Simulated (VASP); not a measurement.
Crystal: Fe.

```xyz
1
Lattice="-1.4455 1.4455 1.4455 1.4455 -1.4455 1.4455 1.4455 1.4455 -1.4455" Properties=species:S:1:pos:R:3 pbc="T T T"
Fe    0.0000    0.0000    0.0000
```

Base run:

```yaml
Program: VASP 6.6.1
Functional: PBEsol
Potentials_or_basis: VASP PAW PBE potentials, release 64 (Fe_sv)
Cutoff: 690 eV
k_mesh: 12 × 12 × 12
Occupations: fermi-dirac, width 0.1 eV
Spin: collinear spin, ferromagnetic start
Starting_moments: "[4.31] μB"
Fixed_moment: 4.31 μB
Hubbard_terms: Fe d U = 5.3 eV
```

Its results: pressure 64.5 GPa; site moments Fe +3.90 μB.

The run is repeated on the same cell with these changes: fixed moment from 4.31 μB to 0.62 μB; moments at the start from [4.31] to [0.62]. What comes out?

Pressure -7.4 GPa; site moments Fe +0.64 μB.

Caveats: the PAW data sets were made with another functional, which shifts forces and pressure a little; the total moment is fixed, so each spin has its own Fermi level and the state may be an excited one; the U is typed as a test and isn't derived for this compound; the cell stands under pressure (at least some runs); the cell stands under tension (at least some runs).
